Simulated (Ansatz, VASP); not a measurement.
## One calculation of SnO, two programs

```xyz
2
Lattice="0.0000 2.7613 2.7613 2.7613 0.0000 2.7613 2.7613 2.7613 0.0000" Properties=species:S:1:pos:R:3 pbc="T T T"
Sn    0.0000    0.0000    0.0000
O     1.3807    1.3807    1.3807
```

Alike in both runs: task single point; functional r2SCAN; k mesh 6 × 6 × 6; occupations fermi-dirac, width 0.02 eV; no spin polarisation.

|  | VASP | Ansatz |
| --- | --- | --- |
| version | VASP 6.6.1 | Ansatz 0.2.0 |
| potentials or method | VASP PAW PBE potentials, release 64 (Sn_d, O) | plane waves, PAW |
| plane-wave cutoff (eV) | 520 | 500 |
| valence electrons in the cell | 20 | 20 |

```tsv
	VASP	Ansatz	Ansatz less VASP
pressure (GPa)	-3.5	-3.8	-0.21
```

VASP's potentials were made for PBE, not for r2SCAN. With one functional, cell and mesh, what is left measures potentials, basis and numerics.
